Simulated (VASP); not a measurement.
Os:

```xyz
4
Lattice="2.7047 0.0000 0.0000 -1.3524 2.3424 0.0000 0.0000 0.0000 8.8337" Properties=species:S:1:pos:R:3 pbc="T T T"
Os    0.0000    0.0000    0.0000
Os    0.0000    0.0000    4.4168
Os    0.0000    1.5616    2.2084
Os    1.3524    0.7808    6.6253
```

```yaml
Program: VASP 6.6.1
Task: relaxation of cell and atoms
Functional: PBEsol
Potentials_or_basis: VASP PAW PBE potentials, release 64 (Os)
Cutoff: 600 eV
k_mesh: 13 × 13 × 4
Occupations: fermi-dirac, width 0.1 eV
Spin: no spin polarisation
```

At the start: pressure -0.7 GPa; volume 13.99 Å³/atom.

**Question.** Where does the relaxation end?

**Answer.** Over 6 steps the energy falls by 5.1 meV/atom and the volume is 13.97 Å³/atom (-0.2 %); space group P6_3/mmc (No. 194, to 0.05 Å).

Step by step:
| step | energy change (eV) | largest force (eV/Å) | pressure (GPa) | volume (Å³) |
| --- | --- | --- | --- | --- |
| 1 | 0.0000 | 0.0000 | -0.74 | 55.97 |
| 2 | 0.0343 | 0.0000 | 4.34 | 55.41 |
| 3 | -0.0201 | 0.0000 | 0.85 | 55.76 |
| 4 | -0.0201 | 0.0000 | 0.89 | 55.76 |
| 5 | -0.0160 | 0.0000 | -3.19 | 56.29 |
| 6 | -0.0204 | 0.0000 | 0.01 | 55.87 |

Final structure:
```cif
data_structure
_symmetry_space_group_name_H-M 'P 1'
_symmetry_Int_Tables_number 1
_cell_length_a 2.7186
_cell_length_b 2.7186
_cell_length_c 8.7288
_cell_angle_alpha 90.000
_cell_angle_beta 90.000
_cell_angle_gamma 120.000
_cell_volume 55.87
loop_
_atom_site_label
_atom_site_type_symbol
_atom_site_fract_x
_atom_site_fract_y
_atom_site_fract_z
_atom_site_occupancy
Os1 Os 0.00000 0.00000 0.00000 1
Os2 Os 0.00000 0.00000 0.50000 1
Os3 Os 0.33333 0.66667 0.25000 1
Os4 Os 0.66667 0.33333 0.75000 1
```

Caveat: the PAW data sets were made with another functional, which shifts forces and pressure a little.
